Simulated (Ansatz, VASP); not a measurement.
Two plane-wave programs on W

```
W
1.0
     0.00000    1.98856    1.98856
     1.98856    0.00000    1.98856
     1.98856    1.98856    0.00000
W
1
Direct
  0.00000 0.00000 0.00000
```

Alike in both runs: task single point; functional r2SCAN; k mesh 12 × 12 × 12; occupations fermi-dirac, width 0.1 eV; no spin polarisation.

|  | VASP | Ansatz |
| --- | --- | --- |
| version | VASP 6.6.1 | Ansatz 0.2.0 |
| potentials or method | VASP PAW PBE potentials, release 64 (W_sv), cutoff 520 eV | plane waves, PAW |
| valence electrons in the cell | 14 | 14 |

```tsv
	VASP	Ansatz	Ansatz less VASP
pressure (GPa)	10.5	9.2	-1.33
```

VASP's potentials were made for PBE, not for r2SCAN. The functional is the same, so the differences come from potentials, cutoffs and numerics.

Neither program's run includes spin-orbit coupling.
